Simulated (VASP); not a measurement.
# AlN (F-43m) in VASP: further runs

AlN is run at these levels: PBE, r2SCAN; tasks: single point.

Everything below comes from runs of VASP 6.6.1. Logs are shortened: lines on timing, memory, paths and dates and some standing lists are left out, and cuts for length are marked.

### Step 1. The cell of the first run

Symmetry: F-43m, No. 216, cubic system. The conventional cell has a = 4.544 Å, b = 4.544 Å, c = 4.544 Å, α = 90.00°, β = 90.00°, γ = 90.00°. Within 2.6 Å of Al (site symmetry -43m) lie 4 N at 1.97 Å. Within 2.6 Å of N (site symmetry -43m) lie 4 Al at 1.97 Å.

### Step 2. Single point, PBE (strain +4.0%)

The input, INCAR:

```
PREC     = Accurate       # precision mode
ENCUT    = 520            # plane-wave cutoff, eV
EDIFF    = 1E-7           # SCF threshold, eV
ISMEAR   = -1             # smearing method
SIGMA    = 0.02           # smearing width, eV
LREAL    = False          # projectors in reciprocal space
LASPH    = True           # aspherical terms in the spheres
NELM     = 60             # most SCF steps
ALGO     = Normal         # electronic algorithm
ISIF     = 2              # what is computed and relaxed
LWAVE    = False          # write WAVECAR
LCHARG   = False          # write CHGCAR
GGA      = PE             # functional
NBANDS   = 11             # bands
```

The input, KPOINTS:

```
Automatic mesh
0
Gamma
  10 10 10
```

The input, POSCAR:

```
AlN
1.0
    0.0000000000      2.2718345696      2.2718345696
    2.2718345696      0.0000000000      2.2718345696
    2.2718345696      2.2718345696      0.0000000000
Al N
1 1
Direct
    0.0000000000      0.0000000000      0.0000000000
    0.7500000000      0.7500000000      0.7500000000
```

Potentials or basis: VASP PAW PBE potentials, release 64 (Al, N).

Launch:

```sh
> cat potpaw_PBE.64/Al/POTCAR potpaw_PBE.64/N/POTCAR > POTCAR
> mpirun -np 1 vasp_std > vasp.out
```

OUTCAR:

```text
PREC = Accurate
   ENCUT = 520
   EDIFF = 1E-7
   ISMEAR = -1
   LREAL = False
   LASPH = True
   NELM = 60
   ISIF = 2
   GGA = PE

 ion  position               nearest neighbor table
   1  0.000  0.000  0.000-   2 1.97   2 1.97   2 1.97   2 1.97
   2  0.750  0.750  0.750-   1 1.97   1 1.97   1 1.97   1 1.97

  LATTYP: Found a face centered cubic cell.
 ALAT       =     4.5436691392

  Lattice vectors:

 A1 = (   0.0000000000,   2.2718345696,   2.2718345696)
 A2 = (   2.2718345696,   0.0000000000,   2.2718345696)
 A3 = (   2.2718345696,   2.2718345696,   0.0000000000)

Analysis of symmetry for initial positions (statically):
=====================================================================
 Subroutine PRICEL returns:
 Original cell was already a primitive cell.

 Routine SETGRP: Setting up the symmetry group for a
 face centered cubic supercell.

 Subroutine GETGRP returns: Found 24 space group operations
 (whereof 24 operations were pure point group operations)
 out of a pool of 48 trial point group operations.

The static configuration has the point symmetry T_d .

Analysis of symmetry for dynamics (positions and initial velocities):
=====================================================================
 Subroutine PRICEL returns:
 Original cell was already a primitive cell.

 Routine SETGRP: Setting up the symmetry group for a
 face centered cubic supercell.

 Subroutine GETGRP returns: Found 24 space group operations
 (whereof 24 operations were pure point group operations)
 out of a pool of 48 trial point group operations.

The dynamic configuration has the point symmetry T_d .

 Subroutine INISYM returns: Found 24 space group operations
 (whereof 24 operations are pure point group operations),
 and found     1 'primitive' translations

----------------------------------------------------------------------------------------

                                     Primitive cell

  volume of cell :      23.4509

  direct lattice vectors                    reciprocal lattice vectors
     0.000000000  2.271834570  2.271834570    -0.220086448  0.220086448  0.220086448
     2.271834570  0.000000000  2.271834570     0.220086448 -0.220086448  0.220086448
     2.271834570  2.271834570  0.000000000     0.220086448  0.220086448 -0.220086448

  length of vectors
     3.212859260  3.212859260  3.212859260     0.381200909  0.381200909  0.381200909

  position of ions in fractional coordinates (direct lattice)
     0.000000000  0.000000000  0.000000000
     0.750000000  0.750000000  0.750000000

  ion indices of the primitive-cell ions
   primitive index   ion index
                 1           1
                 2           2

----------------------------------------------------------------------------------------

 KPOINTS: Automatic mesh

Automatic generation of k-mesh.
 Grid dimensions read from file:
 generate k-points for:   10   10   10

 Generating k-lattice:

  Cartesian coordinates                     Fractional coordinates (reciprocal lattice)
    -0.022008645  0.022008645  0.022008645     0.100000000  0.000000000  0.000000000
     0.022008645 -0.022008645  0.022008645     0.000000000  0.100000000  0.000000000
     0.022008645  0.022008645 -0.022008645     0.000000000  0.000000000  0.100000000

  Length of vectors
     0.038120091  0.038120091  0.038120091

  Shift w.r.t. Gamma in fractional coordinates (k-lattice)
     0.000000000  0.000000000  0.000000000

 Subroutine IBZKPT returns following result:
 ===========================================

 Found     47 irreducible k-points:

 Following reciprocal coordinates:
            Coordinates               Weight
  0.000000  0.000000  0.000000      1.000000
  0.100000  0.000000  0.000000      8.000000
  0.200000  0.000000  0.000000      8.000000
  0.300000  0.000000  0.000000      8.000000
  0.400000  0.000000  0.000000      8.000000
  0.500000  0.000000  0.000000      4.000000
[... 16 lines left out ...]
  0.300000  0.300000  0.000000      6.000000
  0.400000  0.300000  0.000000     24.000000
 [... further k-points ...]
   k-points           NKPTS =     47   k-points in BZ     NKDIM =     47   number of bands    NBANDS=     11
   number of dos      NEDOS =    301   number of ions     NIONS =      2
   total plane-waves  NPLWV =  13824
   dimension x,y,z NGX =    24 NGY =   24 NGZ =   24
   dimension x,y,z NGXF=    48 NGYF=   48 NGZF=   48
   ions per type =               1   1
   NGX,Y,Z   is equivalent  to a cutoff of  12.42, 12.42, 12.42 a.u.
   NGXF,Y,Z  is equivalent  to a cutoff of  24.84, 24.84, 24.84 a.u.
 SYSTEM =  unknown system
   PREC   = accura    normal or accurate (medium, high low for compatibility)
   ISTART =      0    job   : 0-new  1-cont  2-samecut
   ICHARG =      2    charge: 1-file 2-atom 10-const
   ISPIN  =      1    spin polarized calculation?
   LNONCOLLINEAR =      F non collinear calculations
   LSORBIT =      F    spin-orbit coupling
   LASPH  =      T    aspherical Exc in radial PAW
   ENCUT  =  520.0 eV  38.22 Ry    6.18 a.u.   5.97  5.97  5.97*2*pi/ulx,y,z
   NELM   =     60;   NELMIN=  2; NELMDL= -5     # of ELM steps
   EDIFF  = 0.1E-06   stopping-criterion for ELM
   LREAL  =      F    real-space projection
   EDIFFG = 0.1E-05   stopping-criterion for IOM
   NSW    =      0    number of steps for IOM
   IBRION =     -1    ionic relax: 0-MD 1-quasi-New 2-CG
   NFREE  =      0    steps in history (QN), initial steepest desc. (CG)
   ISIF   =      2    stress and relaxation
   ISYM   =      2    0-nonsym 1-usesym 2-fastsym
   POTIM  = 0.5000    time-step for ionic-motion
   TEBEG  =    0.0;   TEEND  =   0.0 temperature during run
   PSTRESS=    0.0 pullay stress
   NELECT =       8.0000    total number of electrons
   NUPDOWN=      -1.0000    fix difference up-down
   EMIN   =  10.00;   EMAX   =-10.00  energy-range for DOS
   EFERMI =   0.00;   METHOD = LEGACY
   ISMEAR =    -1;   SIGMA  =   0.02  broadening in eV -4-tet -1-fermi 0-gaus
   EFERMI_NEDOS =   21; number of points for ismear=-14 and -15
   IALGO  =     38    algorithm
   IMIX   =      4    mixing-type and parameters
     AMIX     =   0.40;   BMIX     =  1.00
     AMIX_MAG =   1.60;   BMIX_MAG =  1.00
  volume/ion in A,a.u.               =      11.73        79.13
  Fermi-wavevector in a.u.,A,eV,Ry     =   1.143891  2.161641 17.803053  1.308488
  Thomas-Fermi vector in A             =   2.280585
   LORBIT       =      0    0 simple, 1 ext, 2 COOP (PROOUT), +10 PAW based schemes
   GGA     = PE    functional components
   LHFCALC =     F    Hartree Fock is set to
   AEXX    =    0.0000 exact exchange contribution
   IVDW    =     0    specifies the selected vdW correction
   LEPSILON=     F    determine dielectric tensor
   LRPA    =     F    only Hartree local field effects (RPA)
 non-spin polarized calculation
  energy-cutoff  :      520.00
  volume of cell :       23.45
 maximum number of plane-waves:       643
   NGX = 11   NGY = 11   NGZ = 11

 number of electron       8.0000000 magnetization

 Free energy of the ion-electron system (eV)
  ---------------------------------------------------
  ext. energy  EPLUGINS =         0.00000000
  ---------------------------------------------------
  free energy    TOTEN  =       -14.73769249 eV

  energy without entropy =      -14.73769249  energy(sigma->0) =      -14.73769249

 E-fermi :   5.3917     XC(G=0): -10.4281

 val. band max:        4.9060015869   @ k =   0.0000   0.0000   0.0000
 cond. band min:       8.0951089948   @ k =   0.0000   0.0000   0.0000
 fundamental gap:      3.1891074079
 Fermi energy:         5.3917161430

 k-point     1 :       0.0000    0.0000    0.0000
  band No.  band energies     occupation
      1      -9.4210      2.00000
      2       4.9060      2.00000
      3       4.9060      2.00000
      4       4.9060      2.00000
      5       8.0951      0.00000
      6      16.3388      0.00000
      7      16.3388      0.00000
      8      16.3388      0.00000
      9      21.6685      0.00000
     10      21.6685      0.00000
     11      22.8582      0.00000

 k-point     2 :       0.1000    0.0000    0.0000
  band No.  band energies     occupation
      1      -9.2944      2.00000
      2       4.0896      2.00000
      3       4.8559      2.00000
      4       4.8559      2.00000
      5       8.7918      0.00000
      6      15.9554      0.00000
      7      16.4586      0.00000
      8      16.4586      0.00000
      9      20.5040      0.00000
     10      20.5040      0.00000
     11      22.1238      0.00000

 k-point     3 :       0.2000    0.0000    0.0000
  band No.  band energies     occupation
      1      -8.9365      2.00000
      2       2.5831      2.00000
      3       4.7312      2.00000
      4       4.7312      2.00000
      5       9.9129      0.00000
      6      15.1940      0.00000
      7      16.4698      0.00000
      8      16.4698      0.00000
      9      19.9424      0.00000
     10      19.9424      0.00000
     11      21.2296      0.00000

 k-point     4 :       0.3000    0.0000    0.0000
  band No.  band energies     occupation
      1      -8.4242      2.00000
      2       1.0955      2.00000
      3       4.5884      2.00000
      4       4.5884      2.00000
      5      10.7364      0.00000
      6      14.5319      0.00000
      7      15.9981      0.00000
      8      15.9981      0.00000
      9      20.7707      0.00000
     10      20.7707      0.00000
     11      20.9105      0.00000
[... 239 lines left out ...]
 k-point    22 :      -0.2000    0.2000    0.0000
  band No.  band energies     occupation
      1      -8.2558      2.00000
      2       1.3530      2.00000
      3       3.3425      2.00000
      4       4.6505      2.00000
      5      11.5666      0.00000
      6      13.9728      0.00000
      7      15.2782      0.00000
      8      16.5169      0.00000
      9      18.9472      0.00000
     10      21.9093      0.00000
     11      24.8948      0.00000

 k-point    23 :       0.3000    0.3000    0.0000
  band No.  band energies     occupation
      1      -8.1041      2.00000
      2       1.5385      2.00000
      3       3.7562      2.00000
      4       3.7562      2.00000
      5       9.8482      0.00000
      6      13.7122      0.00000
      7      15.6920      0.00000
      8      18.1008      0.00000
      9      18.1008      0.00000
     10      24.1460      0.00000
     11      26.6552      0.00000

 k-point    24 :       0.4000    0.3000    0.0000
  band No.  band energies     occupation
      1      -7.7211      2.00000
      2       0.9868      2.00000
      3       3.3307      2.00000
      4       3.6027      2.00000
      5       9.5512      0.00000
      6      13.6037      0.00000
      7      15.8860      0.00000
      8      18.2274      0.00000
      9      18.6581      0.00000
     10      24.8977      0.00000
     11      26.4335      0.00000

 [... further k-points ...]
[... 5 lines left out ...]
  --------------------------------------------------------------------------------------
  -------------------------------------------------------------------------------------
  Total       -2.2439031     -2.2439031     -2.2439031     -0.0000000      0.0000000      0.0000000
  in kB     -153.3043839   -153.3043839   -153.3043839     -0.0000000      0.0000000      0.0000000
  external PRESSURE =    -153.3043839 kB  Pullay stress =       0.0000000 kB

 VOLUME and BASIS-vectors are now :
 -----------------------------------------------------------------------------
  energy-cutoff  :      520.00
  volume of cell :       23.45
      direct lattice vectors                 reciprocal lattice vectors
     0.000000000  2.271834570  2.271834570    -0.220086448  0.220086448  0.220086448
     2.271834570  0.000000000  2.271834570     0.220086448 -0.220086448  0.220086448
     2.271834570  2.271834570  0.000000000     0.220086448  0.220086448 -0.220086448

 POSITION                                       TOTAL-FORCE (eV/Angst)
 -----------------------------------------------------------------------------------
      0.00000      0.00000      0.00000         0.000000     -0.000000     -0.000000
      3.40775      3.40775      3.40775        -0.000000      0.000000      0.000000
 -----------------------------------------------------------------------------------
    total drift:                                0.000000      0.000000      0.000000

  FREE ENERGIE OF THE ION-ELECTRON SYSTEM (eV)
  ---------------------------------------------------
  free  energy   TOTEN  =       -14.7376924943 eV

  energy  without entropy=      -14.7376924943  energy(sigma->0) =      -14.73769249
```

It took 8.5 s on 1 thread of Intel Xeon 6975P-C, shared host; peak memory 0.14 GiB.

Results:

```yaml
Free_energy: -14.7377 eV
Pressure: -15.3 GPa
Band_gap_on_the_k_mesh: 3.19 eV, direct
```

Caveat: the cell differs from its parent crystal (strain +4.0%). A k mesh can miss the band edges.

### Step 3. Single point, PBE (strain +5.2%)

The input, INCAR:

```
SYSTEM = AlN
PREC = Accurate
ENCUT = 520
EDIFF = 1E-7
ISMEAR = -1
SIGMA = 0.02
LREAL = .FALSE.
LASPH = .TRUE.
NELM = 80
ALGO = Normal
ISIF = 2
LWAVE = .FALSE.
LCHARG = .TRUE.
GGA = PE
LELF = .TRUE.
LVHAR = .TRUE.
NBANDS = 11
```

The input, KPOINTS:

```
Automatic mesh
0
G
  10 10 10
  0 0 0
```

The input, POSCAR:

```
AlN
1.0
    0.0000000000      2.2978345998      2.2978345998
    2.2978345998      0.0000000000      2.2978345998
    2.2978345998      2.2978345998      0.0000000000
Al N
1 1
Direct
    0.0000000000      0.0000000000      0.0000000000
    0.7500000000      0.7500000000      0.7500000000
```

Potentials or basis: VASP PAW PBE potentials, release 64 (Al, N).

Launch:

```sh
> cat potpaw_PBE.64/Al/POTCAR potpaw_PBE.64/N/POTCAR > POTCAR
> mpirun -np 1 vasp_std > vasp.out
```

Wall time 8.9 s (1 thread of Intel Xeon 6975P-C, shared host); peak memory 0.14 GiB.

The run converged. Its results:

```
Free energy            : -14.6494 eV
Pressure               : -19.4 GPa
Band gap on the k mesh : 2.91 eV, direct
```

Levels at points of the mesh, in eV from the valence-band top:
```csv
k point,band 1,band 2,band 3,band 4,band 5,band 6,band 7,band 8
"(0.00, 0.00, 0.00)",-14.15,0.00,0.00,0.00,2.91,11.12,11.12,11.12
"(0.50, 0.00, 0.00)",-12.52,-5.25,-0.46,-0.46,6.04,8.85,10.21,10.21
"(0.50, 0.50, 0.00)",-12.02,-4.47,-1.61,-1.61,3.23,7.67,12.09,13.91
```

Caveat: the cell differs from its parent crystal (strain +5.2%).

### Step 4. Single point, r2SCAN (strain +4.0%)

The input, POSCAR:

```
AlN
1.0
    0.0000000000      2.2718345696      2.2718345696
    2.2718345696      0.0000000000      2.2718345696
    2.2718345696      2.2718345696      0.0000000000
Al N
1 1
Direct
    0.0000000000      0.0000000000      0.0000000000
    0.7500000000      0.7500000000      0.7500000000
```

The input, INCAR.step1:

```
SYSTEM = AlN
PREC     = Accurate       ! precision mode
ENCUT    = 520            ! plane-wave cutoff, eV
ISMEAR   = 0              ! smearing method
SIGMA    = 0.01           ! smearing width, eV
LREAL    = .FALSE.        ! projectors in reciprocal space
LASPH    = .TRUE.         ! aspherical terms in the spheres
NELM     = 80             ! most SCF steps
NBANDS   = 11             ! bands
GGA      = PE             ! functional
ALGO     = Normal         ! electronic algorithm
EDIFF    = 1E-4           ! SCF threshold, eV
LWAVE    = .TRUE.         ! write WAVECAR
LCHARG   = .FALSE.        ! write CHGCAR
```

The input, INCAR.step2:

```
SYSTEM = AlN
PREC     = Accurate       ! precision mode
ENCUT    = 520            ! plane-wave cutoff, eV
EDIFF    = 1E-6           ! SCF threshold, eV
ISMEAR   = 0              ! smearing method
SIGMA    = 0.01           ! smearing width, eV
LREAL    = .FALSE.        ! projectors in reciprocal space
LASPH    = .TRUE.         ! aspherical terms in the spheres
NELM     = 80             ! most SCF steps
ALGO     = Normal         ! electronic algorithm
ISIF     = 2              ! what is computed and relaxed
LWAVE    = .FALSE.        ! write WAVECAR
LCHARG   = .FALSE.        ! write CHGCAR
METAGGA  = R2SCAN         ! meta-GGA
LMIXTAU  = .TRUE.       
NBANDS   = 11             ! bands
ISTART   = 1
```

KPOINTS is that of step 3.

Launch:

```sh
> cat potpaw_PBE.64/Al/POTCAR potpaw_PBE.64/N/POTCAR > POTCAR
> cp INCAR.step1 INCAR
> mpirun -np 1 vasp_std > vasp.out
> cp INCAR.step2 INCAR
> mpirun -np 1 vasp_std > vasp.out
```

It took 25 s on 1 thread of Intel Xeon 6975P-C, shared host; peak memory 0.14 GiB.

The run converged. Its results:

| Quantity | Value |
| --- | --- |
| Free energy | -19.0009 eV |
| Pressure | -20.0 GPa |
| Band gap on the k mesh | 3.83 eV, direct |

Levels at points of the mesh, in eV from the valence-band top:
```tsv
k point	band 1	band 2	band 3	band 4	band 5	band 6	band 7	band 8
(0.00, 0.00, 0.00)	-15.09	0.00	0.00	0.00	3.83	12.35	12.35	12.35
(0.50, 0.00, 0.00)	-13.40	-5.42	-0.47	-0.47	7.11	9.97	11.19	11.19
(0.50, 0.50, 0.00)	-12.88	-4.60	-1.68	-1.68	3.83	8.71	13.61	15.46
```

Caveat: the cell differs from its parent crystal (strain +4.0%); the PAW data sets were made with another functional, which shifts forces and pressure a little. A k mesh can miss the band edges.

(Continued in part 2 of 2.)
